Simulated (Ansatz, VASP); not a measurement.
**One calculation of InSb, two programs**

```
CELL_PARAMETERS angstrom
5.28460 0.00000 0.00000
0.00000 5.63480 0.00000
0.00000 0.00000 3.02160
ATOMIC_POSITIONS crystal
In 0.00000 0.00000 0.00000
In 0.50000 0.50000 0.00000
Sb 0.50000 0.00000 0.83500
Sb 0.00000 0.50000 0.16500
```

Change from the starting cell: volume scaled by 0.96, crystal datasets.

Alike in both runs: task electric field gradients; functional PBE; k mesh 6 × 6 × 11; occupations fermi-dirac, width 0.08 eV; no spin polarisation.

|  | VASP | Ansatz |
| --- | --- | --- |
| version | VASP 6.6.1 | Ansatz 0.2.0 |
| potentials or method | VASP PAW PBE potentials, release 64 (In_d, Sb), cutoff 520 eV | all-electron PAW with datasets made for the crystal, scalar-relativistic |

Ansatz gave:

| Item | Value |
| --- | --- |
| pressure (GPa) | 23.2 |
| traceless stress, the component that is largest in VASP (GPa) | 14.00 |
| rms of the force components (eV/Å) | 0.381 |
| size of Vzz on the site where it differs most (V/Å²) | 74.4 |

Q: Estimate VASP's values.

A: Pressure (GPa): 23.3; traceless stress, the component that is largest in VASP (GPa): 13.96; rms of the force components (eV/Å): 0.381; size of Vzz on the site where it differs most (V/Å²): 84.9.

Atom by atom the forces differ by 0.001 eV/Å (rms over components). Ansatz ran all-electron here, and VASP with PAW potentials.

Spin-orbit coupling is off throughout.
